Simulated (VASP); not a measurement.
# SnO (P4/nmm) in VASP: a series of runs, part 2 of 3

VASP 6.6.1.

### Step 3. Single point, r2SCAN+rVV10

This run uses another cell than the first one, of 17.41 Å³/atom.

Contents of POSCAR:

```
SnO
1.0
    3.7880991788      0.0000000000      0.0000000000
    0.0000000000      3.7880991788      0.0000000000
    0.0000000000      0.0000000000      4.8541142359
Sn O
2 2
Direct
    0.5000000000      0.0000000000      0.7646261400
    0.0000000000      0.5000000000      0.2353738600
    0.0000000000      0.0000000000      0.0000000000
    0.5000000000      0.5000000000      0.0000000000
```

Contents of INCAR.step1:

```
SYSTEM = SnO
  PREC = Accurate
  ENCUT = 660
  ISMEAR = -1
  SIGMA = 0.05
  LREAL = .False.
  LASPH = .True.
  NELM = 120
  NBANDS = 28
  GGA = PE
  ALGO = Normal
  EDIFF = 1E-5
  LWAVE = .True.
  LCHARG = .False.
  GGA_COMPAT = .False.
```

Contents of INCAR.step2:

```
SYSTEM = SnO
  PREC = Accurate
  ENCUT = 660
  EDIFF = 1E-6
  ISMEAR = -1
  SIGMA = 0.05
  LREAL = .False.
  LASPH = .True.
  NELM = 120
  ALGO = Normal
  ISIF = 2
  LWAVE = .False.
  LCHARG = .True.
  METAGGA = R2SCAN
  LMIXTAU = .True.
  LUSE_VDW = .True.
  IVDW_NL = 2
  BPARAM = 11.95
  CPARAM = 0.0093
  LELF = .True.
  LVHAR = .True.
  NBANDS = 28
  ISTART = 1
  GGA_COMPAT = .False.
```

Contents of KPOINTS:

```
Automatic mesh
0
Gamma
  7 7 6
  0 0 0
```

Potentials or basis: VASP PAW PBE potentials, release 64 (Sn_d, O).

Run with:

```bash
> cat potpaw_PBE.64/Sn_d/POTCAR potpaw_PBE.64/O/POTCAR > POTCAR
> cp INCAR.step1 INCAR
> mpirun -np 1 vasp_std > vasp.out
> cp INCAR.step2 INCAR
> mpirun -np 1 vasp_std > vasp.out
```

OUTCAR:

```text
SYSTEM = SnO
   PREC = Accurate
   ENCUT = 660
   EDIFF = 1E-6
   ISMEAR = -1
   LREAL = .False.
   LASPH = .True.
   NELM = 120
   ISIF = 2
   METAGGA = R2SCAN
   IVDW_NL = 2
   BPARAM = 11.95
   ISTART = 1

 ion  position               nearest neighbor table
   1  0.500  0.000  0.765-   3 2.21   4 2.21   4 2.21   3 2.21   2 3.52   2 3.52   2 3.52   2 3.52
                             2 3.71   2 3.71   2 3.71   2 3.71
   2  0.000  0.500  0.235-   3 2.21   4 2.21   3 2.21   4 2.21   1 3.52   1 3.52   1 3.52   1 3.52
                             1 3.71   1 3.71   1 3.71   1 3.71
   3  0.000  0.000  0.000-   1 2.21   2 2.21   2 2.21   1 2.21
   4  0.500  0.500  0.000-   1 2.21   2 2.21   1 2.21   2 2.21

  LATTYP: Found a simple tetragonal cell.
 ALAT       =     3.7880991788
 C/A-ratio  =     1.2814116016

  Lattice vectors:

 A1 = (   3.7880991788,   0.0000000000,   0.0000000000)
 A2 = (   0.0000000000,   3.7880991788,   0.0000000000)
 A3 = (   0.0000000000,   0.0000000000,   4.8541142359)

Analysis of symmetry for initial positions (statically):
=====================================================================
 Subroutine PRICEL returns:
 Original cell was already a primitive cell.

 Routine SETGRP: Setting up the symmetry group for a
 simple tetragonal supercell.

 Subroutine GETGRP returns: Found 16 space group operations
 (whereof  8 operations were pure point group operations)
 out of a pool of 16 trial point group operations.

The static configuration has the point symmetry D_2d.
 The point group associated with its full space group is D_4h.

Analysis of symmetry for dynamics (positions and initial velocities):
=====================================================================
 Subroutine PRICEL returns:
 Original cell was already a primitive cell.

 Routine SETGRP: Setting up the symmetry group for a
 simple tetragonal supercell.

 Subroutine GETGRP returns: Found 16 space group operations
 (whereof  8 operations were pure point group operations)
 out of a pool of 16 trial point group operations.

The dynamic configuration has the point symmetry D_2d.
 The point group associated with its full space group is D_4h.

 Subroutine INISYM returns: Found 16 space group operations
 (whereof  8 operations are pure point group operations),
 and found     1 'primitive' translations

----------------------------------------------------------------------------------------

                                     Primitive cell

  volume of cell :      69.6551

  direct lattice vectors                    reciprocal lattice vectors
     3.788099179  0.000000000  0.000000000     0.263984641  0.000000000  0.000000000
     0.000000000  3.788099179  0.000000000     0.000000000  0.263984641  0.000000000
     0.000000000  0.000000000  4.854114236     0.000000000  0.000000000  0.206010809

  length of vectors
     3.788099179  3.788099179  4.854114236     0.263984641  0.263984641  0.206010809

  position of ions in fractional coordinates (direct lattice)
     0.500000000  0.000000000  0.764626140
     0.000000000  0.500000000  0.235373860
     0.000000000  0.000000000  0.000000000
     0.500000000  0.500000000  0.000000000

  ion indices of the primitive-cell ions
   primitive index   ion index
                 1           1
[... 28 lines left out ...]
 Found     40 irreducible k-points:

 Following reciprocal coordinates:
            Coordinates               Weight
  0.000000  0.000000  0.000000      1.000000
  0.142857  0.000000  0.000000      4.000000
  0.285714  0.000000  0.000000      4.000000
  0.428571  0.000000  0.000000      4.000000
  0.142857  0.142857  0.000000      4.000000
  0.285714  0.142857  0.000000      8.000000
[... 16 lines left out ...]
  0.285714  0.000000  0.333333      8.000000
  0.428571  0.000000  0.333333      8.000000
 [... further k-points ...]
   k-points           NKPTS =     40   k-points in BZ     NKDIM =     40   number of bands    NBANDS=     28
   number of dos      NEDOS =    301   number of ions     NIONS =      4
   total plane-waves  NPLWV =  43008
   dimension x,y,z NGX =    32 NGY =   32 NGZ =   42
   dimension x,y,z NGXF=    64 NGYF=   64 NGZF=   84
   ions per type =               2   2
   NGX,Y,Z   is equivalent  to a cutoff of  14.04, 14.04, 14.38 a.u.
   NGXF,Y,Z  is equivalent  to a cutoff of  28.09, 28.09, 28.77 a.u.
 SYSTEM =  SnO
   PREC   = accura    normal or accurate (medium, high low for compatibility)
   ISTART =      1    job   : 0-new  1-cont  2-samecut
   ICHARG =      0    charge: 1-file 2-atom 10-const
   ISPIN  =      1    spin polarized calculation?
   LNONCOLLINEAR =      F non collinear calculations
   LSORBIT =      F    spin-orbit coupling
   LASPH  =      T    aspherical Exc in radial PAW
   ENCUT  =  660.0 eV  48.51 Ry    6.96 a.u.   7.94  7.94 10.17*2*pi/ulx,y,z
   NELM   =    120;   NELMIN=  2; NELMDL=  0     # of ELM steps
   EDIFF  = 0.1E-05   stopping-criterion for ELM
   LREAL  =      F    real-space projection
   EDIFFG = 0.1E-04   stopping-criterion for IOM
   NSW    =      0    number of steps for IOM
   IBRION =     -1    ionic relax: 0-MD 1-quasi-New 2-CG
   NFREE  =      0    steps in history (QN), initial steepest desc. (CG)
   ISIF   =      2    stress and relaxation
   ISYM   =      2    0-nonsym 1-usesym 2-fastsym
   POTIM  = 0.5000    time-step for ionic-motion
   TEBEG  =    0.0;   TEEND  =   0.0 temperature during run
   PSTRESS=    0.0 pullay stress
   NELECT =      40.0000    total number of electrons
   NUPDOWN=      -1.0000    fix difference up-down
   EMIN   =  10.00;   EMAX   =-10.00  energy-range for DOS
   EFERMI =   0.00;   METHOD = LEGACY
   ISMEAR =    -1;   SIGMA  =   0.05  broadening in eV -4-tet -1-fermi 0-gaus
   EFERMI_NEDOS =   21; number of points for ismear=-14 and -15
   IALGO  =     38    algorithm
   IMIX   =      4    mixing-type and parameters
     AMIX     =   0.40;   BMIX     =  1.00
     AMIX_MAG =   1.60;   BMIX_MAG =  1.00
  volume/ion in A,a.u.               =      17.41       117.51
  Fermi-wavevector in a.u.,A,eV,Ry     =   1.360747  2.571438 25.192975  1.851631
  Thomas-Fermi vector in A             =   2.487382
   LORBIT       =      0    0 simple, 1 ext, 2 COOP (PROOUT), +10 PAW based schemes
   METAGGA = R2SCAN    functional components
   LHFCALC =     F    Hartree Fock is set to
   AEXX    =    0.0000 exact exchange contribution
   IVDW_NL    =     2    kernel type
   BPARAM     =11.9500
   IVDW    =     0    specifies the selected vdW correction
   LEPSILON=     F    determine dielectric tensor
   LRPA    =     F    only Hartree local field effects (RPA)
 non-spin polarized calculation
  energy-cutoff  :      660.00
  volume of cell :       69.66
 maximum number of plane-waves:      2696
 NGX is ok and might be reduce to    32
   NGX = 15   NGY = 15   NGZ = 21

 number of electron      40.0000019 magnetization

 Free energy of the ion-electron system (eV)
  ---------------------------------------------------
  ext. energy  EPLUGINS =         0.00000000
  ---------------------------------------------------
  free energy    TOTEN  =       -65.83631008 eV

  energy without entropy =      -65.83610707  energy(sigma->0) =      -65.83620858

 E-fermi :   7.4535     XC(G=0): -11.0147

 val. band max:        7.2763175303   @ k =   0.0000   0.0000   0.0000
 cond. band min:       7.6670301881   @ k =   0.4286   0.4286   0.0000
 fundamental gap:      0.3907126578
 Fermi energy:         7.4535362071

 k-point     1 :       0.0000    0.0000    0.0000
  band No.  band energies     occupation
      1     -15.7680      2.00000
      2     -15.1603      2.00000
      3     -15.1480      2.00000
      4     -15.1480      2.00000
      5     -15.0939      2.00000
      6     -15.0743      2.00000
[... 733 lines left out ...]
     27      16.5156      0.00000
     28      17.3748      0.00000

 [... further k-points ...]

------------------------ aborting loop because EDIFF is reached ----------------------------------------

  FORCE on cell =-STRESS in cart. coord.  units (eV):
  Direction    XX          YY          ZZ          XY          YZ          ZX
  --------------------------------------------------------------------------------------
  -------------------------------------------------------------------------------------
  Total        0.5174496      0.5174496      0.3230940      0.0000000      0.0000000      0.0000000
  in kB       11.9021656     11.9021656      7.4316754      0.0000000      0.0000000      0.0000000
  external PRESSURE =      10.4120022 kB  Pullay stress =       0.0000000 kB

 VOLUME and BASIS-vectors are now :
 -----------------------------------------------------------------------------
  energy-cutoff  :      660.00
  volume of cell :       69.66
      direct lattice vectors                 reciprocal lattice vectors
     3.788099179  0.000000000  0.000000000     0.263984641  0.000000000  0.000000000
     0.000000000  3.788099179  0.000000000     0.000000000  0.263984641  0.000000000
     0.000000000  0.000000000  4.854114236     0.000000000  0.000000000  0.206010809

 POSITION                                       TOTAL-FORCE (eV/Angst)
 -----------------------------------------------------------------------------------
      1.89405      0.00000      3.71158        -0.000000      0.000000     -0.328685
      0.00000      1.89405      1.14253         0.000000     -0.000000      0.328685
      0.00000      0.00000      0.00000         0.000000      0.000000      0.000000
      1.89405      1.89405      0.00000         0.000000     -0.000000      0.000000
 -----------------------------------------------------------------------------------
    total drift:                                0.000000     -0.000000     -0.000000

  FREE ENERGIE OF THE ION-ELECTRON SYSTEM (eV)
  ---------------------------------------------------
  free  energy   TOTEN  =       -65.8363100761 eV

  energy  without entropy=      -65.8361070747  energy(sigma->0) =      -65.83620858
```

Run time: 6.4 min. Hardware: 1 thread of AMD EPYC 9R45 (Zen 5), shared host; peak memory 0.39 GiB.

Results:

- Free energy: -65.8363 eV
- Pressure: 1.0 GPa
- Largest force: 0.329 eV/Å
- Band gap on the k mesh: 0.39 eV (least direct gap 2.32 eV)

Forces in eV/Å, atoms in the order of the input:
```
Sn   0.000  0.000 -0.329
Sn   0.000  0.000  0.329
O    0.000  0.000  0.000
O    0.000  0.000  0.000
```

Levels at points of the mesh, in eV from the valence-band top:
```tsv
k point	band 16	band 17	band 18	band 19	band 20	band 21	band 22	band 23	band 24	band 25
(0.00, 0.00, 0.00)	-6.90	-4.01	-3.71	-3.71	0.00	2.37	4.45	4.90	4.90	6.03
(0.00, 0.00, 0.50)	-4.07	-3.72	-3.72	-3.12	-2.63	1.91	3.13	3.13	3.81	8.24
```

Caveat: the PAW data sets were made with another functional, which shifts forces and pressure a little; spin-orbit coupling is left out, which moves the levels of the heavy elements; an odd mesh through Γ misses points on the zone boundary, where band edges can lie.

### Step 4. Single point, r2SCAN+rVV10

This run uses another cell than the first one, of 17.77 Å³/atom.

Contents of POSCAR:

```
SnO
1.0
    3.8136952200      0.0000000000      0.0000000000
    0.0000000000      3.8136952200      0.0000000000
    0.0000000000      0.0000000000      4.8869133000
Sn O
2 2
Direct
    0.5000000000      0.0000000000      0.7646261400
    0.0000000000      0.5000000000      0.2353738600
    0.0000000000      0.0000000000      0.0000000000
    0.5000000000      0.5000000000      0.0000000000
```

Contents of INCAR.step1:

```
PREC     = Accurate       # precision mode
ENCUT    = 660            # plane-wave cutoff, eV
ISMEAR   = -1             # smearing method
SIGMA    = 0.05           # smearing width, eV
LREAL    = F              # projectors in reciprocal space
LASPH    = T              # aspherical terms in the spheres
NELM     = 120            # most SCF steps
NBANDS   = 28             # bands
GGA      = PE             # functional
ALGO     = Normal         # electronic algorithm
EDIFF    = 1E-5           # SCF threshold, eV
LWAVE    = T              # write WAVECAR
LCHARG   = F              # write CHGCAR
GGA_COMPAT= F
```

Contents of INCAR.step2:

```
PREC     = Accurate       # precision mode
ENCUT    = 660            # plane-wave cutoff, eV
EDIFF    = 1E-6           # SCF threshold, eV
ISMEAR   = -1             # smearing method
SIGMA    = 0.05           # smearing width, eV
LREAL    = F              # projectors in reciprocal space
LASPH    = T              # aspherical terms in the spheres
NELM     = 120            # most SCF steps
ALGO     = Normal         # electronic algorithm
ISIF     = 2              # what is computed and relaxed
LWAVE    = F              # write WAVECAR
LCHARG   = F              # write CHGCAR
METAGGA  = R2SCAN         # meta-GGA
LMIXTAU  = T            
LUSE_VDW = T            
IVDW_NL  = 2            
BPARAM   = 11.95        
CPARAM   = 0.0093       
NBANDS   = 28             # bands
ISTART   = 1            
GGA_COMPAT= F
```

Contents of KPOINTS:

```
Automatic mesh
0
Gamma
  7 7 6
```

Run with:

```bash
> cat potpaw_PBE.64/Sn_d/POTCAR potpaw_PBE.64/O/POTCAR > POTCAR
> cp INCAR.step1 INCAR
> mpirun -np 1 vasp_std > vasp.out
> cp INCAR.step2 INCAR
> mpirun -np 1 vasp_std > vasp.out
```

It took 5.4 min on 1 thread of AMD EPYC 9R45 (Zen 5), shared host; peak memory 0.4 GiB.

Results (log left out):

```yaml
Free_energy: -65.8383 eV
Pressure: -1.0 GPa
Largest_force: 0.030 eV/Å
Band_gap_on_the_k_mesh: 0.47 eV (least direct gap 2.34 eV)
```

Forces in eV/Å, atoms in the order of the input:
```
Sn   0.000  0.000 -0.030
Sn   0.000  0.000  0.030
O    0.000  0.000  0.000
O    0.000  0.000  0.000
```

Stress tensor (GPa, compression positive):
```
-1.04  0.00  0.00
 0.00 -1.04  0.00
 0.00  0.00 -0.94
```

Levels at points of the mesh, in eV from the valence-band top:
| k point | band 16 | band 17 | band 18 | band 19 | band 20 | band 21 | band 22 | band 23 | band 24 | band 25 |
| --- | --- | --- | --- | --- | --- | --- | --- | --- | --- | --- |
| (0.00, 0.00, 0.00) | -6.66 | -3.84 | -3.54 | -3.54 | 0.00 | 2.35 | 4.48 | 4.91 | 4.91 | 6.01 |
| (0.00, 0.00, 0.50) | -3.90 | -3.56 | -3.56 | -3.16 | -2.50 | 1.95 | 3.18 | 3.18 | 3.81 | 8.25 |

Caveat: the PAW data sets were made with another functional, which shifts forces and pressure a little; spin-orbit coupling is left out, which moves the levels of the heavy elements; an odd mesh through Γ misses points on the zone boundary, where band edges can lie.

### Step 5. Single point, r2SCAN+rVV10

This run uses another cell than the first one, of 18.12 Å³/atom.

Contents of POSCAR:

```
SnO
1.0
    3.8389522158      0.0000000000      0.0000000000
    0.0000000000      3.8389522158      0.0000000000
    0.0000000000      0.0000000000      4.9192779074
Sn O
2 2
Direct
    0.5000000000      0.0000000000      0.7646261400
    0.0000000000      0.5000000000      0.2353738600
    0.0000000000      0.0000000000      0.0000000000
    0.5000000000      0.5000000000      0.0000000000
```

Contents of INCAR.step1:

```
SYSTEM = SnO
PREC = Accurate
ENCUT = 660
ISMEAR = -1
SIGMA = 0.05
LREAL = .FALSE.
LASPH = .TRUE.
NELM = 120
NBANDS = 28
GGA = PE
ALGO = Normal
EDIFF = 1E-5
LWAVE = .TRUE.
LCHARG = .FALSE.
GGA_COMPAT = .FALSE.
```

Contents of INCAR.step2:

```
SYSTEM = SnO
PREC = Accurate
ENCUT = 660
EDIFF = 1E-6
ISMEAR = -1
SIGMA = 0.05
LREAL = .FALSE.
LASPH = .TRUE.
NELM = 120
ALGO = Normal
ISIF = 2
LWAVE = .FALSE.
LCHARG = .FALSE.
METAGGA = R2SCAN
LMIXTAU = .TRUE.
LUSE_VDW = .TRUE.
IVDW_NL = 2
BPARAM = 11.95
CPARAM = 0.0093
NBANDS = 28
ISTART = 1
GGA_COMPAT = .FALSE.
```

Contents of KPOINTS:

```
Automatic mesh
0
G
  7 7 6
  0 0 0
```

Run with:

```bash
> cat potpaw_PBE.64/Sn_d/POTCAR potpaw_PBE.64/O/POTCAR > POTCAR
> cp INCAR.step1 INCAR
> mpirun -np 1 vasp_std > vasp.out
> cp INCAR.step2 INCAR
> mpirun -np 1 vasp_std > vasp.out
```

Run time: 3.6 min. Hardware: 1 thread of AMD EPYC 9R45 (Zen 5), shared host; peak memory 0.4 GiB.

Results (log left out):

| Property | Result |
| --- | --- |
| Free energy | -65.8230 eV |
| Pressure | -2.8 GPa |
| Largest force | 0.246 eV/Å |
| Band gap on the k mesh | 0.55 eV (least direct gap 2.33 eV) |

Forces on the atoms (eV/Å):
```
Sn   0.000  0.000  0.246
Sn   0.000  0.000 -0.246
O    0.000  0.000  0.000
O    0.000  0.000  0.000
```

Stress tensor (GPa, compression positive):
```
-3.03  0.00  0.00
 0.00 -3.03  0.00
 0.00  0.00 -2.44
```

Levels at points of the mesh, in eV from the valence-band top:
| k point | band 16 | band 17 | band 18 | band 19 | band 20 | band 21 | band 22 | band 23 | band 24 | band 25 |
| --- | --- | --- | --- | --- | --- | --- | --- | --- | --- | --- |
| (0.00, 0.00, 0.00) | -6.44 | -3.68 | -3.38 | -3.38 | 0.00 | 2.33 | 4.51 | 4.92 | 4.92 | 6.00 |
| (0.00, 0.00, 0.50) | -3.74 | -3.39 | -3.39 | -3.20 | -2.37 | 1.98 | 3.23 | 3.23 | 3.81 | 8.27 |

Caveat: the PAW data sets were made with another functional, which shifts forces and pressure a little; spin-orbit coupling is left out, which moves the levels of the heavy elements; an odd mesh through Γ misses points on the zone boundary, where band edges can lie.

(Continued in part 3 of 3.)
